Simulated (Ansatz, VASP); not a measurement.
# TeAs3F in VASP and in Ansatz

```
Te As F
1.0
     6.01962    0.00000    0.00000
    -3.00981    5.21314    0.00000
     0.00000    0.00000    9.24554
Te As F
2 6 2
Cartesian
  0.0000 0.0000 4.6228
  0.0000 0.0000 0.0000
  3.9191 1.2127 4.6228
  3.0098 2.7877 4.6228
  2.1005 1.2127 4.6228
  -0.9093 4.0004 4.6228
  0.0000 2.4254 4.6228
  0.9093 4.0004 4.6228
  0.0000 0.0000 7.8499
  0.0000 0.0000 1.3956
```

Alike in both runs: task single point; functional PBE; k mesh 3 × 3 × 2; occupations gaussian, width 0.1 eV; no spin polarisation.

|  | VASP | Ansatz |
| --- | --- | --- |
| version | VASP 6.6.1 | Ansatz 0.2.0 |
| potentials or method | VASP PAW PBE potentials, release 64 (Te, As, F), cutoff 520 eV | scalar-relativistic, plane waves, PAW |
| valence electrons in the cell | 56 | 136 |

|  | VASP | Ansatz | Ansatz less VASP |
| --- | --- | --- | --- |
| gap on the k mesh at the Fermi level (eV) | none | none | - |
| rms of the force components (eV/Å) | 18.829 | 19.167 | +0.3381 |

Atom by atom the forces differ by 1.410 eV/Å (rms over components). A gap of «none» marks a metal or a gap that the smearing closes. VASP's potentials hold 56 valence electrons a cell and Ansatz's 136, so a difference there can come from the potentials and not from the codes.

The k mesh is coarse, so the values compare programs but aren't converged. Spin-orbit coupling is off throughout.
